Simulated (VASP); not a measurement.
# Bi (I4/mmm) in VASP: a series of runs, part 2 of 2

VASP 6.6.1.

### 3 Single point, PBEsol (strained)

INCAR

```
SYSTEM = Bi
PREC     = Accurate       ! precision mode
ENCUT    = 520            ! plane-wave cutoff, eV
EDIFF    = 1E-7           ! SCF threshold, eV
ISMEAR   = 0              ! smearing method
SIGMA    = 0.1            ! smearing width, eV
LREAL    = .False.        ! projectors in reciprocal space
LASPH    = .True.         ! aspherical terms in the spheres
NELM     = 100            ! most SCF steps
ALGO     = Fast           ! electronic algorithm
ISIF     = 2              ! what is computed and relaxed
LWAVE    = .False.        ! write WAVECAR
LCHARG   = .True.         ! write CHGCAR
GGA      = PS             ! functional
LELF     = .True.         ! ELF
LVHAR    = .True.       
NBANDS   = 14             ! bands
```

KPOINTS

```
regular mesh
0
Gamma
  16 16 16
  0 0 0
```

POSCAR

```
Bi
1.0
   -4.3608536630      4.3608536630      1.4652980939
    4.3608536630     -4.3608536630      1.4652980939
    4.3608536630      4.3608536630     -1.4652980939
Bi
1
Direct
    0.0000000000      0.0000000000      0.0000000000
```

Potentials or basis: VASP PAW PBE potentials, release 64 (Bi_d).

Launch:

```bash
$ cat potpaw_PBE.64/Bi_d/POTCAR > POTCAR
$ mpirun -np 1 vasp_std > vasp.out
```

OUTCAR:

```text
SYSTEM = Bi
   PREC = Accurate
   ENCUT = 520
   EDIFF = 1E-7
   ISMEAR = 0
   LREAL = .False.
   LASPH = .True.
   NELM = 100
   ISIF = 2
   GGA = PS

 ion  position               nearest neighbor table
   1  0.000  0.000  0.000-

  LATTYP: Found a body centered tetragonal cell.
 ALAT       =     8.7217073260
 C/A-ratio  =     0.3360117553

  Lattice vectors:

 A1 = (  -4.3608536630,   4.3608536630,   1.4652980939)
 A2 = (   4.3608536630,  -4.3608536630,   1.4652980939)
 A3 = (   4.3608536630,   4.3608536630,  -1.4652980939)

Analysis of symmetry for initial positions (statically):
=====================================================================
 Subroutine PRICEL returns:
 Original cell was already a primitive cell.

 Routine SETGRP: Setting up the symmetry group for a
 body centered tetragonal supercell.

 Subroutine GETGRP returns: Found 16 space group operations
 (whereof 16 operations were pure point group operations)
 out of a pool of 16 trial point group operations.

The static configuration has the point symmetry D_4h.

Analysis of symmetry for dynamics (positions and initial velocities):
[... 164 lines left out ...]

 k-point     1 :       0.0000    0.0000    0.0000
  band No.  band energies     occupation
      1     -24.0877      2.00000
      2     -23.7356      2.00000
      3     -23.7355      2.00000
      4     -23.5509      2.00000
      5     -23.5508      2.00000
      6     -12.8204      2.00000
      7      -2.5501      2.00000
      8      -2.5501      2.00000
      9       1.6010      0.00000
     10       3.3698      0.00000
     11       5.8042      0.00000
     12       6.4978      0.00000
     13       6.4979      0.00000
     14       6.8979      0.00000
[... 377 lines left out ...]
      1     -24.0877      2.00000
      2     -23.7356      2.00000
      3     -23.7355      2.00000
      4     -23.5509      2.00000
      5     -23.5509      2.00000
      6     -12.8202      2.00000
      7      -2.5635      2.00000
      8      -2.5490      2.00000
      9       1.6353      0.00000
     10       3.3918      0.00000
     11       5.6517      0.00000
     12       6.3358      0.00000
     13       6.6899      0.00000
     14       6.8974      0.00000

 [... further k-points ...]
[... 5 lines left out ...]
  --------------------------------------------------------------------------------------
  -------------------------------------------------------------------------------------
  Total       -0.0931366     -0.0931366     -1.0540060      0.0000000      0.0000000      0.0000000
  in kB       -1.3387570     -1.3387570    -15.1504196      0.0000000      0.0000000      0.0000000
  external PRESSURE =      -5.9426445 kB  Pullay stress =       0.0000000 kB

 VOLUME and BASIS-vectors are now :
 -----------------------------------------------------------------------------
  energy-cutoff  :      520.00
  volume of cell :      111.46
      direct lattice vectors                 reciprocal lattice vectors
    -4.360853663  4.360853663  1.465298094     0.000000000  0.114656450  0.341227496
     4.360853663 -4.360853663  1.465298094     0.114656450  0.000000000  0.341227496
     4.360853663  4.360853663 -1.465298094     0.114656450  0.114656450  0.000000000

 POSITION                                       TOTAL-FORCE (eV/Angst)
 -----------------------------------------------------------------------------------
      0.00000      0.00000      0.00000        -0.000000     -0.000000      0.000000
 -----------------------------------------------------------------------------------
    total drift:                               -0.000000      0.000000      0.000000

  FREE ENERGIE OF THE ION-ELECTRON SYSTEM (eV)
  ---------------------------------------------------
  free  energy   TOTEN  =        -2.9781439400 eV

  energy  without entropy=       -2.9712059927  energy(sigma->0) =       -2.97467497
```

OSZICAR:

```text
N       E                     dE             d eps       ncg     rms          rms(c)
DAV:   1     0.106805770918E+03    0.10681E+03   -0.68217E+03  9820   0.842E+02
DAV:   2     0.367235277340E+01   -0.10313E+03   -0.10008E+03 10798   0.249E+02
DAV:   3    -0.283554827300E+01   -0.65079E+01   -0.64776E+01 12394   0.778E+01
DAV:   4    -0.301548321397E+01   -0.17993E+00   -0.17988E+00 11964   0.148E+01
DAV:   5    -0.302324465493E+01   -0.77614E-02   -0.77613E-02 14150   0.266E+00    0.805E-01
RMM:   6    -0.299139895839E+01    0.31846E-01   -0.19426E-02 10940   0.118E+00    0.453E-01
RMM:   7    -0.297692458529E+01    0.14474E-01   -0.45425E-02 13116   0.149E+00    0.962E-02
RMM:   8    -0.297777268173E+01   -0.84810E-03   -0.48359E-03 11202   0.794E-01    0.473E-02
RMM:   9    -0.297807019806E+01   -0.29752E-03   -0.30866E-03 13589   0.481E-01    0.449E-02
RMM:  10    -0.297811565476E+01   -0.45457E-04   -0.71104E-04 11942   0.289E-01    0.206E-02
RMM:  11    -0.297813975311E+01   -0.24098E-04   -0.30858E-04 13816   0.137E-01    0.919E-03
RMM:  12    -0.297814230803E+01   -0.25549E-05   -0.39368E-05 13131   0.479E-02    0.336E-03
RMM:  13    -0.297814428138E+01   -0.19734E-05   -0.95445E-06 13427   0.231E-02    0.333E-03
RMM:  14    -0.297814378074E+01    0.50064E-06   -0.24684E-06 12284   0.131E-02    0.579E-04
RMM:  15    -0.297814390258E+01   -0.12184E-06   -0.97162E-07 11571   0.734E-03    0.271E-04
RMM:  16    -0.297814393996E+01   -0.37379E-07   -0.21031E-07 10094   0.368E-03
   1 F= -.29781439E+01 E0= -.29746750E+01  d E =-.693795E-02
```

stdout:

```text
POSCAR found type information on POSCAR Bi
 POSCAR found :  1 types and       1 ions
 scaLAPACK will be used
 -----------------------------------------------------------------------------
|                                                                             |
|                                                                             |
|     You enforced a specific xc type in the INCAR file but a different       |
|     I HOPE YOU KNOW WHAT YOU ARE DOING!                                     |
|                                                                             |
 -----------------------------------------------------------------------------

 LDA part: xc-table for (Slater+PW92), standard interpolation
 POSCAR, INCAR and KPOINTS ok, starting setup
 FFT: planning ... GRIDC
 FFT: planning ... GRID_SOFT
 FFT: planning ... GRID
 WAVECAR not read
 entering main loop
```

Run time: 6.6 min. Hardware: 1 thread of Intel Xeon 6975P-C (Granite Rapids), shared host; peak memory 0.69 GiB.

Results:

```yaml
Free_energy: -2.9781 eV
Pressure: -0.6 GPa
Band_gap_on_the_k_mesh: zero (an odd number of electrons rules out a gap without spin polarisation)
```

Stress tensor (GPa, compression positive):
```
-0.13  0.00  0.00
 0.00 -0.13  0.00
 0.00  0.00 -1.52
```

Levels at points of the mesh, in eV from the Fermi level:
| k point | band 4 | band 5 | band 6 | band 7 | band 8 | band 9 | band 10 | band 11 | band 12 | band 13 |
| --- | --- | --- | --- | --- | --- | --- | --- | --- | --- | --- |
| (0.00, 0.00, 0.00) | -22.13 | -22.12 | -11.39 | -1.12 | -1.12 | 3.03 | 4.80 | 7.23 | 7.92 | 7.92 |
| (0.50, 0.00, 0.00) | -22.28 | -21.94 | -8.12 | -3.34 | 1.83 | 1.84 | 6.13 | 6.31 | 8.18 | 8.98 |
| (0.50, 0.50, 0.00) | -22.13 | -22.13 | -11.39 | -1.43 | -1.09 | 4.01 | 5.20 | 5.92 | 7.54 | 7.84 |
| (0.50, 0.50, 0.50) | -22.13 | -22.13 | -11.38 | -1.39 | -1.39 | 4.20 | 6.51 | 6.51 | 6.87 | 8.17 |

Caveat: the cell differs from its parent crystal (strained); the PAW data sets were made with another functional, which shifts forces and pressure a little; spin-orbit coupling is left out, which moves the levels of the heavy elements.
